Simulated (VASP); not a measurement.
# Li (Fm-3m) in VASP: further runs, part 2 of 3

VASP 6.6.1.

### 4 Single point, LDA

This run uses another cell than the first one, of 19.02 Å³/atom, 1.028 times its volume.

Contents of INCAR:

```
  ALGO = Normal
  EDIFF = 1E-6
  ENCUT = 750
  GGA = CA
  GGA_COMPAT = F
  ISIF = 2
  ISMEAR = 0
  LASPH = T
  LCHARG = T
  LELF = T
  LREAL = F
  LVHAR = T
  LWAVE = F
  NBANDS = 8
  NELM = 120
  PREC = Accurate
  SIGMA = 0.15
```

Contents of KPOINTS:

```
k-points
0
Gamma
  8 8 8
```

Contents of POSCAR:

```
Li
1.0
    0.0000000000      2.1185862486      2.1185862486
    2.1185862486      0.0000000000      2.1185862486
    2.1185862486      2.1185862486      0.0000000000
Li
1
Direct
    0.0000000000      0.0000000000      0.0000000000
```

Potentials or basis: VASP PAW LDA potentials, release 64 (Li_sv).

Run with:

```console
> cat potpaw_LDA.64/Li_sv/POTCAR > POTCAR
> mpirun -np 1 vasp_std > vasp.out
```

OUTCAR:

```text
EDIFF = 1E-6
   ENCUT = 750
   GGA = CA
   ISIF = 2
   ISMEAR = 0
   LASPH = T
   LREAL = F
   NELM = 120
   PREC = Accurate

 ion  position               nearest neighbor table
   1  0.000  0.000  0.000-

  LATTYP: Found a face centered cubic cell.
 ALAT       =     4.2371724972

  Lattice vectors:

 A1 = (   0.0000000000,   2.1185862486,   2.1185862486)
 A2 = (   2.1185862486,   0.0000000000,   2.1185862486)
 A3 = (   2.1185862486,   2.1185862486,   0.0000000000)

Analysis of symmetry for initial positions (statically):
[... 441 lines left out ...]

 [... further k-points ...]

------------------------ aborting loop because EDIFF is reached ----------------------------------------

  FORCE on cell =-STRESS in cart. coord.  units (eV):
  Direction    XX          YY          ZZ          XY          YZ          ZX
  --------------------------------------------------------------------------------------
  -------------------------------------------------------------------------------------
  Total       -0.0161415     -0.0161415     -0.0161415      0.0000000     -0.0000000     -0.0000000
  in kB       -1.3598367     -1.3598367     -1.3598367      0.0000000     -0.0000000     -0.0000000
  external PRESSURE =      -1.3598367 kB  Pullay stress =       0.0000000 kB

 VOLUME and BASIS-vectors are now :
 -----------------------------------------------------------------------------
  energy-cutoff  :      750.00
  volume of cell :       19.02
      direct lattice vectors                 reciprocal lattice vectors
     0.000000000  2.118586249  2.118586249    -0.236006441  0.236006441  0.236006441
     2.118586249  0.000000000  2.118586249     0.236006441 -0.236006441  0.236006441
     2.118586249  2.118586249  0.000000000     0.236006441  0.236006441 -0.236006441

 POSITION                                       TOTAL-FORCE (eV/Angst)
 -----------------------------------------------------------------------------------
      0.00000      0.00000      0.00000         0.000000      0.000000      0.000000
 -----------------------------------------------------------------------------------
    total drift:                               -0.000000     -0.000000     -0.000000

  FREE ENERGIE OF THE ION-ELECTRON SYSTEM (eV)
  ---------------------------------------------------
  free  energy   TOTEN  =        -2.0437788107 eV

  energy  without entropy=       -2.0392340268  energy(sigma->0) =       -2.04150642
```

stdout:

```text
POSCAR found type information on POSCAR Li
 POSCAR found :  1 types and       1 ions
 scaLAPACK will be used
 LDA part: xc-table for (Slater(with rela. corr.)+CA(PZ))
 , standard interpolation
 POSCAR, INCAR and KPOINTS ok, starting setup
 FFT: planning ... GRIDC
 FFT: planning ... GRID_SOFT
 FFT: planning ... GRID
 WAVECAR not read
 entering main loop
```

Run time: 13 s. Hardware: 1 thread of Intel Xeon 8259CL, shared host; peak memory 0.13 GiB.

What came out:

| Quantity | Value |
| --- | --- |
| Free energy | -2.0438 eV |
| Pressure | -0.1 GPa |

Levels at points of the mesh, in eV from the Fermi level:
```
           k point  band 1  band 2  band 3  band 4  band 5  band 6
(0.00, 0.00, 0.00)  -45.40   -3.47   14.88   14.88   14.88   19.11
(0.50, 0.00, 0.00)  -45.37    0.06    3.28   13.10   13.10   17.40
(0.50, 0.50, 0.00)  -45.37    1.66    5.11    8.79    8.79   11.22
```

### 5 Relaxation of cell and atoms, PBEsol+D3(BJ)

This run uses another cell than the first one, of 21.35 Å³/atom, 1.154 times its volume.

Contents of INCAR:

```
PREC = Accurate ; ENCUT = 750
EDIFF = 1E-7 ; ISMEAR = 0
SIGMA = 0.15 ; LREAL = False
LASPH = True ; NELM = 120
ALGO = Normal ; ISIF = 3
LWAVE = False ; LCHARG = False
GGA = PS ; IVDW = 12
IBRION = 2 ; NSW = 80
EDIFFG = -0.05 ; GGA_COMPAT = False
NELMIN = 4
```

Contents of KPOINTS:

```
regular mesh
0
Gamma
  8 8 8
```

Contents of POSCAR:

```
Li
1.0
    0.0000000000      2.2020000000      2.2020000000
    2.2020000000      0.0000000000      2.2020000000
    2.2020000000      2.2020000000      0.0000000000
Li
1
Direct
    0.0000000000      0.0000000000      0.0000000000
```

Potentials or basis: VASP PAW PBE potentials, release 64 (Li_sv).

Run with:

```console
> cat potpaw_PBE.64/Li_sv/POTCAR > POTCAR
> mpirun -np 1 vasp_std > vasp.out
```

It took 33 s on 1 thread of Intel Xeon 8259CL, shared host; peak memory 0.15 GiB.

It converged, with:

- Free energy: -2.1239 eV
- Relaxed volume: 18.36 Å³/atom
- Relaxed cell: a = 2.961 Å, b = 2.961 Å, c = 2.961 Å, α = 60.00°, β = 60.00°, γ = 60.00°
- Space group after relaxing (to 0.05 Å): Fm-3m (No. 225)
- Energy gained by relaxing: 19.0 meV/atom
- Ionic steps: 4
- Pressure after relaxing: 0.0 GPa
- Dispersion energy per atom: -0.165 eV

Step by step:
```tsv
step	energy change (eV)	largest force (eV/Å)	pressure (GPa)	volume (Å³)
1	0.0000	0.0000	-1.87	21.35
2	-0.0080	0.0000	-1.50	20.59
3	-0.0182	0.0000	-0.46	18.98
4	-0.0190	0.0000	0.05	18.36
```

Final structure:
```yaml
crystal:
  lattice:
    - [0.00000, 2.09383, 2.09383]
    - [2.09383, 0.00000, 2.09383]
    - [2.09383, 2.09383, 0.00000]
  atoms:
    - { symbol: Li, position: [0.00000, 0.00000, 0.00000] }
```

Levels at points of the mesh, in eV from the Fermi level:
```csv
k point,band 1,band 2,band 3,band 4,band 5
"(0.00, 0.00, 0.00)",-45.61,-3.57,15.53,15.53,15.53
"(0.50, 0.00, 0.00)",-45.58,0.06,3.38,13.67,13.67
"(0.50, 0.50, 0.00)",-45.57,1.73,5.20,9.14,9.14
```

Caveat: the PAW data sets were made with another functional, which shifts forces and pressure a little; the volume moved by -14 % from the deposited cell, more than functionals usually miss; pairwise dispersion overbinds metals, which lowers pressure and volume.

### 6 Relaxation of cell and atoms, LDA

This run uses another cell than the first one, of 21.35 Å³/atom, 1.154 times its volume.

Contents of INCAR:

```
SYSTEM = Li
PREC = Accurate
ENCUT = 750
EDIFF = 1E-7
ISMEAR = 0
SIGMA = 0.15
LREAL = .False.
LASPH = .True.
NELM = 120
ALGO = Normal
ISIF = 3
LWAVE = .False.
LCHARG = .False.
GGA = CA
IBRION = 2
NSW = 80
EDIFFG = -0.05
GGA_COMPAT = .False.
NELMIN = 4
```

Contents of KPOINTS:

```
Automatic mesh
0
Gamma
  8 8 8
  0 0 0
```

POSCAR is that of step 5.

Potentials or basis: VASP PAW LDA potentials, release 64 (Li_sv).

Run with:

```console
> cat potpaw_LDA.64/Li_sv/POTCAR > POTCAR
> mpirun -np 1 vasp_std > vasp.out
```

OUTCAR:

```text
SYSTEM = Li
   PREC = Accurate
   ENCUT = 750
   EDIFF = 1E-7
   ISMEAR = 0
   LREAL = .False.
   LASPH = .True.
   NELM = 120
   ISIF = 3
   GGA = CA
   IBRION = 2
   NSW = 80
   EDIFFG = -0.05
   NELMIN = 4

 ion  position               nearest neighbor table
   1  0.000  0.000  0.000-

  LATTYP: Found a face centered cubic cell.
 ALAT       =     4.4040000000

  Lattice vectors:

 A1 = (   0.0000000000,   2.2020000000,   2.2020000000)
 A2 = (   2.2020000000,   0.0000000000,   2.2020000000)
 A3 = (   2.2020000000,   2.2020000000,   0.0000000000)

Analysis of symmetry for initial positions (statically):
=====================================================================
 Subroutine PRICEL returns:
 Original cell was already a primitive cell.

 Routine SETGRP: Setting up the symmetry group for a
 face centered cubic supercell.

 Subroutine GETGRP returns: Found 48 space group operations
 (whereof 48 operations were pure point group operations)
[... 164 lines left out ...]

------------------------ aborting loop because EDIFF is reached ----------------------------------------

  FORCE on cell =-STRESS in cart. coord.  units (eV):
  Direction    XX          YY          ZZ          XY          YZ          ZX
  --------------------------------------------------------------------------------------
  -------------------------------------------------------------------------------------
  Total       -0.2062948     -0.2062948     -0.2062948      0.0000000     -0.0000000     -0.0000000
  in kB      -15.4780771    -15.4780771    -15.4780771      0.0000000     -0.0000000     -0.0000000
  external PRESSURE =     -15.4780771 kB  Pullay stress =       0.0000000 kB
[... 57 lines left out ...]
--------------------------------------- Ionic step        3  -------------------------------------------

 number of electron       3.0000001 magnetization

 Free energy of the ion-electron system (eV)
  ---------------------------------------------------
  ext. energy  EPLUGINS =         0.00000000
  ---------------------------------------------------
  free energy    TOTEN  =        -2.04450523 eV

  energy without entropy =       -2.04005352  energy(sigma->0) =       -2.04227938

 E-fermi :   0.6108     XC(G=0):  -7.2545

 val. band max:        0.5518874715   @ k =   0.3750   0.3750   0.0000
 cond. band min:       0.6796584155   @ k =   0.5000   0.0000   0.0000
 fundamental gap:      0.1277709440
 Fermi energy:         0.6107935709

 k-point     1 :       0.0000    0.0000    0.0000
  band No.  band energies     occupation
      1     -44.8234      2.00000
      2      -2.8355      2.00000
      3      15.2807      0.00000
      4      15.2807      0.00000
      5      15.2807      0.00000
[... 177 lines left out ...]
 k-point    24 :      -0.3750    0.2500    0.1250
  band No.  band energies     occupation
      1     -44.7956      2.00000
      2       1.6866      0.00000
      3       4.0304      0.00000
      4       9.6712      0.00000
      5      11.1520      0.00000

 [... further k-points ...]
[... 5 lines left out ...]
  --------------------------------------------------------------------------------------
  -------------------------------------------------------------------------------------
  Total       -0.0434075     -0.0434075     -0.0434075      0.0000000      0.0000000      0.0000000
  in kB       -3.5840685     -3.5840685     -3.5840685      0.0000000      0.0000000      0.0000000
  external PRESSURE =      -3.5840685 kB  Pullay stress =       0.0000000 kB
[... 16 lines left out ...]
  FREE ENERGIE OF THE ION-ELECTRON SYSTEM (eV)
  ---------------------------------------------------
  free  energy   TOTEN  =        -2.0445052336 eV

  energy  without entropy=       -2.0400535201  energy(sigma->0) =       -2.04227938

 reached required accuracy - stopping structural energy minimisation
```

OSZICAR:

```text
N       E                     dE             d eps       ncg     rms          rms(c)
DAV:   1     0.133995991511E+01    0.13400E+01   -0.82793E+02   290   0.506E+02
DAV:   2    -0.174790103034E+01   -0.30879E+01   -0.29202E+01   425   0.637E+01
DAV:   3    -0.202752789146E+01   -0.27963E+00   -0.27728E+00   380   0.148E+01
[... 20 lines left out ...]
DAV:   3    -0.205390601631E+01   -0.33100E-02   -0.46757E-02   570   0.157E+00    0.107E+00
DAV:   4    -0.204443550097E+01    0.94705E-02   -0.12761E-02   560   0.924E-01    0.294E-02
DAV:   5    -0.204450449737E+01   -0.68996E-04   -0.63379E-04   300   0.274E-01    0.191E-02
DAV:   6    -0.204450531771E+01   -0.82033E-06   -0.18200E-05   420   0.362E-02    0.236E-03
DAV:   7    -0.204450523363E+01    0.84074E-07   -0.68948E-07   410   0.982E-03
   3 F= -.20445052E+01 E0= -.20422794E+01  d E =-.121848E-01
```

CONTCAR:

```text
Li
   1.00000000000000
     0.0000000000000000    2.1328312298427190    2.1328312298427190
     2.1328312298427190   -0.0000000000000000    2.1328312298427190
     2.1328312298427190    2.1328312298427190    0.0000000000000000
  Li
     1
Direct
     0.0000000000000000    0.0000000000000000    0.0000000000000000

  0.00000000E+00  0.00000000E+00  0.00000000E+00
```

Run time: 22 s. Hardware: 1 thread of Intel Xeon 8259CL, shared host; peak memory 0.12 GiB.

What came out:

| Property | Result |
| --- | --- |
| Free energy | -2.0445 eV |
| Relaxed volume | 19.40 Å³/atom |
| Relaxed cell | a = 3.016 Å, b = 3.016 Å, c = 3.016 Å, α = 60.00°, β = 60.00°, γ = 60.00° |
| Space group after relaxing (to 0.05 Å) | Fm-3m (No. 225) |
| Energy gained by relaxing | 12.2 meV/atom |
| Ionic steps | 3 |
| Pressure after relaxing | -0.4 GPa |

Step by step:
```csv
step,energy change (eV),largest force (eV/Å),pressure (GPa),volume (Å³)
1,0.0000,0.0000,-1.55,21.35
2,-0.0055,0.0000,-1.22,20.72
3,-0.0122,0.0000,-0.36,19.40
```

Final structure:
```
CELL_PARAMETERS angstrom
0.00000 2.13283 2.13283
2.13283 0.00000 2.13283
2.13283 2.13283 0.00000
ATOMIC_POSITIONS crystal
Li 0.00000 0.00000 0.00000
```

LDA usually gives volumes a few per cent too small. Zero-point motion and thermal expansion aren't in these numbers.

(Continued in part 3 of 3.)
